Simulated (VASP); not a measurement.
Set up this calculation in VASP 6.6.1, as the native input.

| Property | Result |
| --- | --- |
| Task | single point |
| Functional | PBE |
| Potentials or basis | VASP PAW PBE potentials, release 64 (Cd) |
| Cutoff | 520 eV |
| k mesh | 9 × 9 × 9 |
| Occupations | fermi-dirac, width 0.1 eV |
| Spin | no spin polarisation |
| Dipole correction | no |
| Further INCAR settings | ALGO = Normal; EDIFF = 1e-07; NBANDS = 19 |

The structure of Cd lies in POSCAR:

```
Cd
1.0
    0.0000000000      3.3402176383      3.3402176383
    3.3402176383      0.0000000000      3.3402176383
    3.3402176383      3.3402176383      0.0000000000
Cd
2
Direct
    0.1250000000      0.1250000000      0.1250000000
    0.8750000000      0.8750000000      0.8750000000
```

The input as run:

INCAR

```
SYSTEM = Cd
  ALGO = Normal
  EDIFF = 1E-7
  ENCUT = 520
  GGA = PE
  ISIF = 2
  ISMEAR = -1
  LASPH = .True.
  LCHARG = .False.
  LREAL = .False.
  LWAVE = .False.
  NBANDS = 19
  NELM = 60
  PREC = Accurate
  SIGMA = 0.1
```

KPOINTS

```
k-points
0
Gamma
  9 9 9
  0 0 0
```

Potentials or basis: VASP PAW PBE potentials, release 64 (Cd).

Command:

```sh
$ cat potpaw_PBE.64/Cd/POTCAR > POTCAR
$ mpirun -np 1 vasp_std > vasp.out
```

It gave:

```yaml
Pressure: 0.2 GPa
Band_gap_on_the_k_mesh: zero (band 12 reaches 4.36 eV, above the bottom of band 13 at -0.29 eV)
```

It took 36 s on 1 thread of Intel Xeon 6975P-C (shared host), peak memory 0.21 GiB.
